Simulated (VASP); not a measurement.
A run of VASP 6.6.1:

Contents of INCAR:

```
SYSTEM = ZrGeSe
PREC = Accurate ; ENCUT = 520
EDIFF = 1E-7 ; ISMEAR = 0
SIGMA = 0.1 ; LREAL = .FALSE.
LASPH = .TRUE. ; NELM = 100
ALGO = Normal ; ISIF = 2
LWAVE = .FALSE. ; LCHARG = .FALSE.
GGA = PS ; NBANDS = 41
```

Contents of KPOINTS:

```
Automatic mesh
0
G
  10 10 6
  0 0 0
```

File POSCAR:

```
ZrGeSe
1.0
    3.5308799348      0.0000000000      0.0000000000
    0.0000000000      3.5308799348      0.0000000000
    0.0000000000      0.0000000000      7.9059860629
Zr Ge Se
2 2 2
Direct
    0.0000000000      0.5000000000      0.2655057698
    0.5000000000      0.0000000000      0.7344942302
    0.0000000000      0.0000000000      0.0000000000
    0.5000000000      0.5000000000      0.0000000000
    0.0000000000      0.5000000000      0.6171035406
    0.5000000000      0.0000000000      0.3828964594
```

Potentials or basis: VASP PAW PBE potentials, release 64 (Zr_sv, Ge_d, Se).

The run is started by

```bash
$ cat potpaw_PBE.64/Zr_sv/POTCAR potpaw_PBE.64/Ge_d/POTCAR potpaw_PBE.64/Se/POTCAR > POTCAR
$ mpirun -np 1 vasp_std > vasp.out
```

Hardware: 1 thread of Intel(R) Xeon(R) Platinum 8488C (Sapphire Rapids), with other jobs on the host.

Task: How long does it take, and how much memory?

Result: It took 4.8 min on 1 thread of Intel(R) Xeon(R) Platinum 8488C (Sapphire Rapids), on a shared host, peak memory 0.42 GiB. Counts: scf iterations 14, k points 84.
